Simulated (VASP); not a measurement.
Set up this calculation in VASP 6.6.1, as the native input.

- Task: single point
- Functional: LDA
- Potentials or basis: VASP PAW LDA potentials, release 64 (Zr_sv)
- Cutoff: 520 eV
- k mesh: 12 × 12 × 6
- Occupations: methfessel-paxton, width 0.01 eV
- Spin: no spin polarisation
- Dipole correction: no
- Further INCAR settings: ALGO = Normal; EDIFF = 1e-07; NBANDS = 19

The structure of Zr lies in POSCAR:

```
Zr
1.0
    3.1439658570      0.0000000000      0.0000000000
   -1.5719829285      2.7227543008      0.0000000000
    0.0000000000      0.0000000000      5.0894642375
Zr
2
Direct
    0.3333333333      0.6666666667      0.2500000000
    0.6666666667      0.3333333333      0.7500000000
```

These files were run (other wordings do the same):

INCAR

```
SYSTEM = Zr
  PREC = Accurate
  ENCUT = 520
  EDIFF = 1E-7
  ISMEAR = 1
  SIGMA = 0.01
  LREAL = .FALSE.
  LASPH = .TRUE.
  NELM = 80
  ALGO = Normal
  ISIF = 2
  LWAVE = .FALSE.
  LCHARG = .TRUE.
  GGA = CA
  LELF = .TRUE.
  LVHAR = .TRUE.
  NBANDS = 19
```

KPOINTS

```
regular mesh
0
G
  12 12 6
  0 0 0
```

Potentials or basis: VASP PAW LDA potentials, release 64 (Zr_sv).

The run is started by

```sh
$ cat potpaw_LDA.64/Zr_sv/POTCAR > POTCAR
$ mpirun -np 1 vasp_std > vasp.out
```

It gave:

- Pressure: 0.1 GPa
- Band gap on the k mesh: zero (band 12 reaches 10.50 eV, above the bottom of band 13 at 9.34 eV)

It took 30 s on 1 thread of AMD EPYC 9R45 96-Core Processor (Zen 5), on a shared host, peak memory 0.14 GiB.
